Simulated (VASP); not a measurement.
Write the native input for VASP 6.6.1 that does the following.

* Task: single point
* Functional: PBE
* Potentials or basis: VASP PAW PBE potentials, release 64 (Ga_d, N)
* Cutoff: 520 eV
* k mesh: 24 × 24 × 20
* Occupations: gaussian, width 0.1 eV
* Spin: no spin polarisation
* Dipole correction: no
* Further INCAR settings: ALGO = Normal; EDIFF = 1e-06; NBANDS = 16

The structure of GaN lies in POSCAR:

```
GaN
1.0
    2.9805589022      0.0000000000      0.0000000000
   -1.4902794511      2.5812397267      0.0000000000
    0.0000000000      0.0000000000      2.6831982955
Ga N
1 1
Direct
    0.0000000000      0.0000000000      0.5000000000
    0.6666666667      0.3333333333      0.0000000000
```

The cell was built from a structure type or drawn by symmetry, and may not be a known phase.

One way to write it, as run:

INCAR

```
ALGO = Normal
EDIFF = 1E-6
ENCUT = 520
GGA = PE
ISIF = 2
ISMEAR = 0
LASPH = T
LCHARG = F
LREAL = F
LWAVE = F
NBANDS = 16
NELM = 80
PREC = Accurate
SIGMA = 0.1
```

KPOINTS

```
k-points
0
Gamma
  24 24 20
```

Potentials or basis: VASP PAW PBE potentials, release 64 (Ga_d, N).

Launch:

```sh
$ cat potpaw_PBE.64/Ga_d/POTCAR potpaw_PBE.64/N/POTCAR > POTCAR
$ mpirun -np 1 vasp_std > vasp.out
```

Results of the run:

```
Pressure               : 0.6 GPa
Band gap on the k mesh : zero (bands 9 and 10 overlap by 1.26 eV)
```

Run time: 3.3 min on 1 thread of Intel Xeon 8259CL (shared host), peak memory 0.32 GiB.
